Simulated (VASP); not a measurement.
Here is a VASP 6.6.1 calculation.

File INCAR:

```
PREC = Accurate
ENCUT = 520
EDIFF = 1E-6
ISMEAR = 0
SIGMA = 0.15
LREAL = False
LASPH = True
NELM = 80
ALGO = Normal
ISIF = 2
LWAVE = False
LCHARG = False
GGA = CA
NBANDS = 16
```

Contents of KPOINTS:

```
Automatic mesh
0
Gamma
  16 16 16
```

Contents of POSCAR:

```
Si
1.0
    0.0000000000      2.4912557353      5.1816334571
    2.2886078396      0.0000000000      5.1816334571
    2.2886078396      2.4912557353      0.0000000000
Si
4
Direct
    0.7297169282      0.2702830718      0.7297169282
    0.2702830718      0.7297169282      0.2702830718
    0.7744251954      0.7744251954      0.2255748046
    0.2255748046      0.2255748046      0.7744251954
```

Potentials or basis: VASP PAW LDA potentials, release 64 (Si).

Run with:

```console
$ cat potpaw_LDA.64/Si/POTCAR > POTCAR
$ mpirun -np 1 vasp_std > vasp.out
```

**Question.** What does it give for the band gap on the k mesh?

**Answer.** Zero (bands 8 and 9 overlap by 5.64 eV).

**Question.** Predict the largest force.

**Answer.** 0.709 eV/Å.

Stress tensor (GPa, compression positive):
```
 19.32   0.00   0.00
  0.00   8.20   0.00
  0.00   0.00 -10.68
```

Caveat: the stress differs along the axes, from -11 to 19 GPa.
